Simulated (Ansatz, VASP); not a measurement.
One calculation of Fe, two programs

```xyz
1
Lattice="-1.4101 1.4101 1.4101 1.4101 -1.4101 1.4101 1.4101 1.4101 -1.4101" Properties=species:S:1:pos:R:3 pbc="T T T"
Fe    0.0000    0.0000    0.0000
```

Alike in both runs: task relaxation of cell and atoms; functional PBE; k mesh 28 × 28 × 28; occupations gaussian, width 0.1 eV; collinear spin.

|  | VASP | Ansatz |
| --- | --- | --- |
| version | VASP 6.6.1 | Ansatz 0.2.0 |
| potentials or method | VASP PAW PBE potentials, release 64 (Fe), cutoff 600 eV | scalar-relativistic, plane waves, PAW |
| valence electrons in the cell | 8 | 16 |

|  | VASP | Ansatz | Ansatz less VASP |
| --- | --- | --- | --- |
| gap on the k mesh at the Fermi level, each at its own relaxed structure (eV) | none | none | - |
| net moment per atom (μB) | 2.19 | 2.17 | -0.019 |
| size of the moment on the site where the two differ most (μB) | 2.18 | 2.21 | +0.030 |
| relaxed volume (Å³/atom) | 11.34 | 11.35 | +0.007 |
| relaxed length of the cell vector where the two differ most in proportion (Å) | 2.452 | 2.452 | +0.0005 |

Site moments also hang on the region over which each program counts them. A gap of «none» marks a metal or a gap that the smearing closes. VASP's potentials hold 8 valence electrons a cell and Ansatz's 16, so a difference there can come from the potentials and not from the codes.
